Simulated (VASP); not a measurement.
A run of VASP 6.6.1 is set up as follows.

The input INCAR:

```
  PREC = Accurate
  ENCUT = 520
  EDIFF = 1E-6
  ISMEAR = -1
  SIGMA = 0.15
  LREAL = False
  LASPH = True
  NELM = 100
  ALGO = Normal
  ISIF = 2
  LWAVE = False
  LCHARG = False
  GGA = PS
  NBANDS = 21
```

File KPOINTS:

```
Automatic mesh
0
Gamma
  12 12 12
```

POSCAR

```
Sn
1.0
    0.0000000000      3.2716457881      3.2716457881
    3.2716457881      0.0000000000      3.2716457881
    3.2716457881      3.2716457881      0.0000000000
Sn
2
Direct
    0.5000000000      0.5000000000      0.5000000000
    0.7500000000      0.7500000000      0.7500000000
```

Potentials or basis: VASP PAW PBE potentials, release 64 (Sn_d).

Run with:

```bash
$ cat potpaw_PBE.64/Sn_d/POTCAR > POTCAR
$ mpirun -np 1 vasp_std > vasp.out
```

(1) Estimate the pressure.

(2) Predict the band gap on the k mesh.

Results:

(1) -0.1 GPa.

(2) zero (band 14 reaches 5.32 eV, above the bottom of band 15 at 5.12 eV).

Caveat: the PAW data sets were made with another functional, which shifts forces and pressure a little; spin-orbit coupling is left out, which moves the levels of the heavy elements.
